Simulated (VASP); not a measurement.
Crystal: Ga.

```xyz
1
Lattice="-1.6810 1.6810 1.6810 1.6810 -1.6810 1.6810 1.6810 1.6810 -1.6810" Properties=species:S:1:pos:R:3 pbc="T T T"
Ga    0.0000    0.0000    0.0000
```

| Quantity | Value |
| --- | --- |
| Program | VASP 6.6.1 |
| Task | relaxation of cell and atoms |
| Functional | LDA |
| Potentials or basis | VASP PAW LDA potentials, release 64 (Ga_d) |
| Cutoff | 600 eV |
| k mesh | 17 × 17 × 17 |
| Occupations | fermi-dirac, width 0.08 eV |
| Spin | no spin polarisation |

At the start: pressure -4.5 GPa; volume 19.00 Å³/atom.

Question: How do energy, volume and symmetry change on relaxing?

Answer: Over 3 steps the energy falls by 24.3 meV/atom and the volume is 17.46 Å³/atom (-8.1 %); space group Im-3m (No. 229, to 0.05 Å).

The path:
| step | energy change (eV) | largest force (eV/Å) | pressure (GPa) | volume (Å³) |
| --- | --- | --- | --- | --- |
| 1 | 0.0000 | 0.0000 | -4.55 | 19.00 |
| 2 | -0.0241 | 0.0000 | -0.40 | 17.56 |
| 3 | -0.0243 | 0.0000 | 0.02 | 17.46 |

Final structure:
```cif
data_structure
_symmetry_space_group_name_H-M 'P 1'
_symmetry_Int_Tables_number 1
_cell_length_a 2.8304
_cell_length_b 2.8304
_cell_length_c 2.8304
_cell_angle_alpha 109.471
_cell_angle_beta 109.471
_cell_angle_gamma 109.471
_cell_volume 17.46
loop_
_atom_site_label
_atom_site_type_symbol
_atom_site_fract_x
_atom_site_fract_y
_atom_site_fract_z
_atom_site_occupancy
Ga1 Ga 0.00000 0.00000 0.00000 1
```
